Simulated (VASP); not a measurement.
Wanted: the native input for a VASP 6.6.1 run.

```
Task                   : single point
Functional             : PBE
Potentials or basis    : VASP PAW PBE potentials, release 64 (Ca_sv)
Cutoff                 : 520 eV
k mesh                 : 12 × 12 × 4
Occupations            : gaussian, width 0.1 eV
Spin                   : no spin polarisation
Dipole correction      : no
Further INCAR settings : ALGO = Fast; EDIFF = 1e-06; NBANDS = 28
```

The structure of Ca lies in POSCAR:

```
Ca
1.0
    3.8649480004      0.0000000000      0.0000000000
   -1.9324740001      3.3471431526      0.0000000000
    0.0000000000      0.0000000000     12.7613179033
Ca
4
Direct
    0.0000000000      0.0000000000     -0.0109889447
    0.3333333300      0.6666666700      0.2500000000
    0.0000000000      0.0000000000      0.5109889447
    0.6666666700      0.3333333300      0.7500000000
```

This cell differs from its parent crystal: strained and its atoms moved.

The input as run:

INCAR

```
SYSTEM = Ca
ALGO     = Fast           ! electronic algorithm
EDIFF    = 1E-6           ! SCF threshold, eV
ENCUT    = 520            ! plane-wave cutoff, eV
GGA      = PE             ! functional
ISIF     = 2              ! what is computed and relaxed
ISMEAR   = 0              ! smearing method
LASPH    = .TRUE.         ! aspherical terms in the spheres
LCHARG   = .FALSE.        ! write CHGCAR
LREAL    = .FALSE.        ! projectors in reciprocal space
LWAVE    = .FALSE.        ! write WAVECAR
NBANDS   = 28             ! bands
NELM     = 80             ! most SCF steps
PREC     = Accurate       ! precision mode
SIGMA    = 0.1            ! smearing width, eV
```

KPOINTS

```
k-points
0
G
  12 12 4
  0 0 0
```

Potentials or basis: VASP PAW PBE potentials, release 64 (Ca_sv).

The run is started by

```bash
$ cat potpaw_PBE.64/Ca_sv/POTCAR > POTCAR
$ mpirun -np 1 vasp_std > vasp.out
```

It gave:

- Pressure: 0.5 GPa
- Largest force: 0.287 eV/Å
- Band gap on the k mesh: zero (bands 20 and 21 overlap by 0.45 eV)

Caveat: the cell differs from its parent crystal (strained and its atoms moved).

Run time: 4.2 min on 1 thread of Intel(R) Xeon(R) 6975P-C (Granite Rapids), with other jobs on the host, peak memory 0.4 GiB.
